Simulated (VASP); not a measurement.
CaF:

```xyz
4
Lattice="3.9489 0.0000 0.0000 -1.9745 3.4199 0.0000 0.0000 0.0000 6.3241" Properties=species:S:1:pos:R:3 pbc="T T T"
Ca    0.0000    2.2799    0.0000
Ca    1.9745    1.1400    3.1620
F     0.0000    2.2799    2.4164
F     1.9745    1.1400    5.5785
```

```yaml
Program: VASP 6.6.1
Task: relaxation of cell and atoms
Functional: PBE
Potentials_or_basis: VASP PAW PBE potentials, release 64 (Ca_sv, F)
Cutoff: 600 eV
k_mesh: 12 × 12 × 8
Occupations: gaussian, width 0.1 eV
Spin: no spin polarisation
```

At the start: pressure 1.2 GPa; volume 21.35 Å³/atom.

**Question.** Where does the relaxation end?

**Answer.** Over 3 steps the energy falls by 2.3 meV/atom and the volume is 21.98 Å³/atom (+2.9 %); space group P6_3mc (No. 186, to 0.05 Å).

Step by step:
| step | energy change (eV) | largest force (eV/Å) | pressure (GPa) | volume (Å³) |
| --- | --- | --- | --- | --- |
| 1 | 0.0000 | 0.0026 | 1.20 | 85.41 |
| 2 | -0.0088 | 0.0003 | 0.22 | 87.40 |
| 3 | -0.0091 | 0.0012 | -0.04 | 87.91 |

Final structure:
```
Ca F
1.0
     3.99052    0.00000    0.00000
    -1.99526    3.45589    0.00000
     0.00000    0.00000    6.37418
Ca F
2 2
Direct
  0.33333 0.66667 0.99997
  0.66667 0.33333 0.49997
  0.33333 0.66667 0.38213
  0.66667 0.33333 0.88213
```
